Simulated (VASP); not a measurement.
Wanted: the native input for a VASP 6.6.1 run.

```yaml
Task: single point
Functional: PBE
Potentials_or_basis: VASP PAW PBE potentials, release 64 (B, W_sv)
Cutoff: 500 eV
k_mesh: 12 × 12 × 8
Occupations: gaussian, width 0.1 eV
Spin: no spin polarisation
Dipole_correction: no
Further_INCAR_settings: ALGO = Normal; EDIFF = 1e-06; NBANDS = 46
```

The structure of BW5 lies in POSCAR:

```
BW5
1.0
    4.5284746360      0.0000000000      0.0000000000
   -2.2642373180      3.9217740752      0.0000000000
    0.0000000000      0.0000000000      5.1900457480
B W
1 5
Direct
    0.0000000000      0.0000000000      0.5000000000
    0.6666666667      0.3333333333      0.7519827191
    0.0000000000      0.0000000000      0.0000000000
    0.6666666667      0.3333333333      0.2480172809
    0.3333333333      0.6666666667      0.2480172809
    0.3333333333      0.6666666667      0.7519827191
```

One way to write it, as run:

INCAR

```
ALGO     = Normal         # electronic algorithm
EDIFF    = 1E-6           # SCF threshold, eV
ENCUT    = 500            # plane-wave cutoff, eV
GGA      = PE             # functional
GGA_COMPAT= F            
ISIF     = 2              # what is computed and relaxed
ISMEAR   = 0              # smearing method
LASPH    = T              # aspherical terms in the spheres
LCHARG   = F              # write CHGCAR
LREAL    = F              # projectors in reciprocal space
LWAVE    = F              # write WAVECAR
NBANDS   = 46             # bands
NELM     = 120            # most SCF steps
PREC     = Accurate       # precision mode
SIGMA    = 0.1            # smearing width, eV
```

KPOINTS

```
k-points
0
Gamma
  12 12 8
```

Potentials or basis: VASP PAW PBE potentials, release 64 (B, W_sv).

Command:

```console
$ cat potpaw_PBE.64/B/POTCAR potpaw_PBE.64/W_sv/POTCAR > POTCAR
$ mpirun -np 1 vasp_std > vasp.out
```

It gave:

| Property | Result |
| --- | --- |
| Pressure | 0.6 GPa |
| Largest force | 0.012 eV/Å |
| Band gap on the k mesh | zero (an odd number of electrons rules out a gap without spin polarisation) |

Caveat: spin-orbit coupling is left out, which moves the levels of the heavy elements.

Run time: 4.2 min on 1 thread of Oxide Virtual Turin-like Processor, on a shared host, peak memory 0.37 GiB.
